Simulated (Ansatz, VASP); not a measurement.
## Two plane-wave programs on Na3Al

```
CELL_PARAMETERS angstrom
0.00000 3.88344 3.88344
3.88344 0.00000 3.88344
3.88344 3.88344 0.00000
ATOMIC_POSITIONS crystal
Al 0.00000 0.00000 0.00000
Na 0.50000 0.50000 0.50000
Na 0.75000 0.75000 0.75000
Na 0.25000 0.25000 0.25000
```

Alike in both runs: task single point; functional PBE; k mesh 6 × 6 × 6; occupations fermi-dirac, width 0.05 eV; no spin polarisation.

```csv
,VASP,Ansatz
version,VASP 6.6.1,Ansatz 0.2.0
potentials or method,"VASP PAW PBE potentials, release 64 (Al, Na_pv)",Ansatz PAW
plane-wave cutoff (eV),520,420
valence electrons in the cell,24,30
```

```tsv
	VASP	Ansatz	Ansatz less VASP
gap on the k mesh at the Fermi level (eV)	none	none	-
pressure (GPa)	-0.4	-0.4	-0.01
```

A gap of «none» marks a metal or a gap that the smearing closes. VASP's potentials hold 24 valence electrons a cell and Ansatz's 30, so a difference there can come from the potentials and not from the codes.
